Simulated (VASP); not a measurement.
Here is a VASP 6.6.1 calculation.

Contents of INCAR:

```
SYSTEM = SrC4
ALGO = Normal
EDIFF = 1E-6
EDIFFG = -0.04
ENCUT = 600
GGA = PE
IBRION = 2
ISIF = 3
ISMEAR = 0
LASPH = .True.
LCHARG = .False.
LREAL = .False.
LWAVE = .False.
NELM = 80
NSW = 90
PREC = Accurate
SIGMA = 0.1
```

Contents of KPOINTS:

```
k-points
0
Gamma
  8 4 4
  0 0 0
```

The input POSCAR:

```
SrC4
1.0
    2.4560180200      0.0000000000      0.0000000000
    0.0000000000      3.9221041200      0.0000000000
    0.0000000000      0.0000000000      4.2539479700
Sr C
1 4
Direct
    0.0000000000      0.5000000000      0.0000000000
    0.5000000000      0.0000000000      0.1666666700
    0.0000000000      0.0000000000      0.6666666700
    0.5000000000      0.0000000000      0.8333333300
    0.0000000000      0.0000000000      0.3333333300
```

Potentials or basis: VASP PAW PBE potentials, release 64 (Sr_sv, C).

Run with:

```bash
$ cat potpaw_PBE.64/Sr_sv/POTCAR potpaw_PBE.64/C/POTCAR > POTCAR
$ mpirun -np 1 vasp_std > vasp.out
```

Problem. Predict the band gap on the k mesh.

Solution. Zero (bands 13 and 14 overlap by 2.51 eV).

Problem. Predict the space group after relaxing (to 0.1 Å).

Solution. Pmmm (No. 47).

Final structure:
```
Sr C
1.0
     2.63359    0.00000    0.00000
     0.00000    4.81944    0.00000
     0.00000    0.00000    4.34572
Sr C
1 4
Direct
  0.00000 0.50000 0.00000
  0.50000 0.00000 0.16932
  0.00000 0.00000 0.66596
  0.50000 0.00000 0.83068
  0.00000 0.00000 0.33404
```

Caveat: the k points lie up to 0.36 Å⁻¹ apart in the final cell, too coarse for converged energies and pressures of a metal.
